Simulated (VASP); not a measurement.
A run of VASP 6.6.1 is set up as follows.

The input INCAR:

```
SYSTEM = Al
  PREC = Accurate
  ENCUT = 520
  EDIFF = 1E-6
  ISMEAR = -1
  SIGMA = 0.05
  LREAL = .FALSE.
  LASPH = .TRUE.
  NELM = 60
  ALGO = Normal
  ISIF = 2
  LWAVE = .FALSE.
  LCHARG = .FALSE.
  GGA = B5
  ALDAX = 1.0
  AGGAX = 1.0
  AGGAC = 1.0
  ALDAC = 0.0
  NBANDS = 8
```

Contents of KPOINTS:

```
regular mesh
0
G
  6 6 6
  0 0 0
```

File POSCAR:

```
Al
1.0
    0.0000000000      2.0248050000      2.0248050000
    2.0248050000      0.0000000000      2.0248050000
    2.0248050000      2.0248050000      0.0000000000
Al
1
Direct
    0.0000000000      0.0000000000      0.0000000000
```

Potentials or basis: VASP PAW PBE potentials, release 64 (Al).

The run is started by

```bash
$ cat potpaw_PBE.64/Al/POTCAR > POTCAR
$ mpirun -np 1 vasp_std > vasp.out
```

Q: Estimate the pressure.

A: 3.6 GPa.

Caveat: the k points lie up to 0.45 Å⁻¹ apart; the PAW data sets were made with another functional, which shifts forces and pressure a little.
